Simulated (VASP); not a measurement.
Crystal: Te2Pb.

```
Pb Te
1.0
     0.00000    3.79661    3.79661
     3.79661    0.00000    3.79661
     3.79661    3.79661    0.00000
Pb Te
1 2
Cartesian
  0.0000 0.0000 0.0000
  1.8983 1.8983 1.8983
  5.6949 5.6949 5.6949
```

Base run:

```yaml
Program: VASP 6.6.1
Functional: PBEsol
Potentials_or_basis: VASP PAW PBE potentials, release 64 (Pb_d, Te)
Cutoff: 500 eV
k_mesh: 4 × 4 × 4
Occupations: fermi-dirac, width 0.02 eV
Spin: no spin polarisation
```

Its results: band gap on the k mesh zero (bands 13 and 14 overlap by 1.88 eV); pressure -1.8 GPa.

Problem. The run is repeated on the same cell with these changes: k mesh from 4 × 4 × 4 to 2 × 2 × 2. What comes out?

Solution. Band gap on the k mesh zero (bands 13 and 14 overlap by 1.65 eV); pressure -2.7 GPa.

Caveats: some runs use coarse meshes; the PAW data sets were made with another functional, which shifts forces and pressure a little; spin-orbit coupling is left out, which moves the levels of the heavy elements.
